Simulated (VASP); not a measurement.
Runs of VASP 6.6.1 on RbBr. The structure is that of space group Fm-3m (No. 225), or close to it. The cells are those of the table. 

```tsv
cell	gap on the mesh (eV)	pressure (GPa)
a = 5.235 Å, angles 60.0°, 2 atoms	3.48	(b)
a = 4.459 Å, angles 60.0°, 2 atoms	4.67	(a)
a = 4.751, b = 4.751, c = 4.653 Å, angles 60.7, 60.7, 58.6°, 2 atoms	4.13	(c)
a = 4.557, b = 4.557, c = 4.459 Å, angles 60.7, 60.7, 58.6°, 2 atoms	4.47	3.4
```

Alike in all rows: task single point; level LDA; potentials or basis VASP PAW LDA potentials, release 64 (Rb_sv, Br); no spin polarisation; k mesh 6 × 6 × 6; cutoff (eV) 520; smearing gaussian 0.05 eV.

Q: Estimate the missing entries.

A: (a) 4.9; (b) -2.6; (c) 0.1.

A k mesh can miss the band edges, and the runs leave out spin-orbit coupling on Br, Rb.
